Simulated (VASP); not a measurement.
Here is a VASP 6.6.1 calculation.

Contents of POSCAR:

```
MgO
1.0
    2.9818690000      0.0000000000      0.0000000000
    1.4909345000      2.5823743048      0.0000000000
    1.4909345000      0.8607914349      2.4346858433
Mg O
1 1
Direct
    0.0000000000      0.0000000000      0.0000000000
    0.5000000000      0.5000000000      0.5000000000
```

Contents of INCAR.step1:

```
SYSTEM = MgO
PREC = Accurate ; ENCUT = 660
ISMEAR = -1 ; SIGMA = 0.02
LREAL = .False. ; LASPH = .True.
NELM = 120 ; NBANDS = 11
GGA = PE ; ALGO = Normal
EDIFF = 1E-5 ; LWAVE = .True.
LCHARG = .False. ; GGA_COMPAT = .False.
```

The input INCAR.step2:

```
SYSTEM = MgO
PREC = Accurate ; ENCUT = 660
EDIFF = 1E-6 ; ISMEAR = -1
SIGMA = 0.02 ; LREAL = .False.
LASPH = .True. ; NELM = 120
ALGO = Normal ; ISIF = 2
LWAVE = .False. ; LCHARG = .False.
METAGGA = R2SCAN ; LMIXTAU = .True.
NBANDS = 11 ; ISTART = 1
GGA_COMPAT = .False.
```

KPOINTS

```
regular mesh
0
Gamma
  8 8 8
  0 0 0
```

Potentials or basis: VASP PAW PBE potentials, release 64 (Mg, O).

The run is started by

```bash
$ cat potpaw_PBE.64/Mg/POTCAR potpaw_PBE.64/O/POTCAR > POTCAR
$ cp INCAR.step1 INCAR
$ mpirun -np 1 vasp_std > vasp.out
$ cp INCAR.step2 INCAR
$ mpirun -np 1 vasp_std > vasp.out
```

(1) Predict the band gap on the k mesh.

(2) Estimate the pressure.

Answers

(1) 5.57 eV, direct.

(2) -2.9 GPa.

Caveat: the PAW data sets were made with another functional, which shifts forces and pressure a little.

**Experimental background.**

“Electronic structure of alkaline earth and post-transition metal oxides”, 2009, arxiv:0908.1581 quotes, for a bulk crystal of MgO: band gap 7.83 eV.

Measured gap of MgO: 7.83 eV (quoted in “Electronic structure of alkaline earth and post-transition metal oxides”, 2009, arxiv:0908.1581). This calculation gives 5.57 eV (-2.26 eV). The value is that of r2SCAN, without temperature or zero-point motion.
